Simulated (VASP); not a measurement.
# HfO2: vibrations by perturbation theory with LDA

Crystal: HfO2.

```
Hf O
1.0
     0.00000    2.44924    2.44924
     2.44924    0.00000    2.44924
     2.44924    2.44924    0.00000
Hf O
1 2
Direct
  0.00000 0.00000 0.00000
  0.25000 0.25000 0.25000
  0.75000 0.75000 0.75000
```

| Property | Result |
| --- | --- |
| Program | VASP 6.6.1 |
| Task | vibrations by perturbation theory |
| Functional | LDA |
| Potentials or basis | VASP PAW LDA potentials, release 64 (Hf_pv, O) |
| Cutoff | 520 eV |
| k mesh | 8 × 8 × 8 |
| Occupations | gaussian, width 0.01 eV |
| Spin | no spin polarisation |
| Dipole correction | no |
| Further INCAR settings | ALGO = Normal; EDIFF = 1e-08; NBANDS = 18; IBRION = 8; NSW = 1 |

```yaml
Electronic_dielectric_tensor_diagonal: 5.32
Born_charges_mean_of_the_diagonal: Hf +5.58; O -2.79 e
Highest_phonon_frequency_at_Γ_LO-TO_splitting_left_out: 654 cm⁻¹
```

Phonon frequencies in cm⁻¹ (negative: imaginary):
```tsv
q point	frequencies
(0.000, 0.000, 0.000)	0 0 0 313 313 313 654 654 654
```

Electronic dielectric tensor:
```
5.32 0.00 0.00
0.00 5.32 0.00
0.00 0.00 5.32
```

Born effective charge tensors (e):
atom 1, Hf
```
5.58 0.00 0.00
0.00 5.58 0.00
0.00 0.00 5.58
```
atom 2, O
```
-2.79  0.00  0.00
 0.00 -2.79  0.00
 0.00  0.00 -2.79
```
atom 3, O
```
-2.79  0.00  0.00
 0.00 -2.79  0.00
 0.00  0.00 -2.79
```

Run time: 7.7 min on 1 thread of AMD EPYC 7R43 64-Core Processor (Zen 3), with other jobs on the host, peak memory 0.21 GiB.

Caveat: the cell wasn't relaxed at this level first, which shifts response properties.
